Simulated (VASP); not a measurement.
A run of VASP 6.6.1 is set up as follows.

The input INCAR:

```
SYSTEM = AlN
  PREC = Accurate
  ENCUT = 520
  EDIFF = 1E-6
  ISMEAR = 0
  SIGMA = 0.02
  LREAL = .False.
  LASPH = .True.
  NELM = 100
  ALGO = Normal
  ISIF = 2
  LWAVE = .False.
  LCHARG = .True.
  GGA = PE
  LELF = .True.
  LVHAR = .True.
  NBANDS = 16
```

File KPOINTS:

```
Automatic mesh
0
Gamma
  12 12 6
  0 0 0
```

POSCAR

```
AlN
1.0
    3.1302084200      0.0000000000      0.0000000000
   -1.5651042100      2.7108400109      0.0000000000
    0.0000000000      0.0000000000      5.0180433219
Al N
2 2
Direct
    0.6666666667      0.3333333333      0.4992342259
    0.3333333333      0.6666666667      0.9992342259
    0.6666666667      0.3333333333      0.8807657741
    0.3333333333      0.6666666667      0.3807657741
```

Potentials or basis: VASP PAW PBE potentials, release 64 (Al, N).

Run with:

```console
$ cat potpaw_PBE.64/Al/POTCAR potpaw_PBE.64/N/POTCAR > POTCAR
$ mpirun -np 1 vasp_std > vasp.out
```

Problem. Estimate the band gap on the k mesh.

Solution. 4.04 eV.

Problem. Estimate the pressure.

Solution. -0.3 GPa.

A k mesh can miss the band edges.
